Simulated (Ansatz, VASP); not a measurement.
**Mg3Te: VASP beside Ansatz**

```xyz
4
Lattice="-2.1088 2.1088 5.3654 2.1088 -2.1088 5.3654 2.1088 2.1088 -5.3654" Properties=species:S:1:pos:R:3 pbc="T T T"
Mg    0.0000    0.0000    5.3654
Mg    0.0000    2.1088    2.6827
Mg    2.1088    0.0000    2.6827
Te    0.0000    0.0000    0.0000
```

Alike in both runs: task single point; functional PBE; k mesh 14 × 14 × 14; occupations gaussian, width 0.1 eV; no spin polarisation.

```csv
,VASP,Ansatz
version,VASP 6.6.1,Ansatz 0.2.0
potentials or method,"VASP PAW PBE potentials, release 64 (Mg, Te), cutoff 520 eV","scalar-relativistic, plane waves, PAW"
valence electrons in the cell,12,46
```

```csv
,VASP,Ansatz,Ansatz less VASP
gap on the k mesh at the Fermi level (eV),none,none,-
pressure (GPa),0.8,0.9,+0.09
"traceless stress, the component that is largest in VASP (GPa)",-0.28,-0.27,+0.016
```

A gap of «none» marks a metal or a gap that the smearing closes. VASP's potentials hold 12 valence electrons a cell and Ansatz's 46, so a difference there can come from the potentials and not from the codes.

Neither program's run includes spin-orbit coupling.
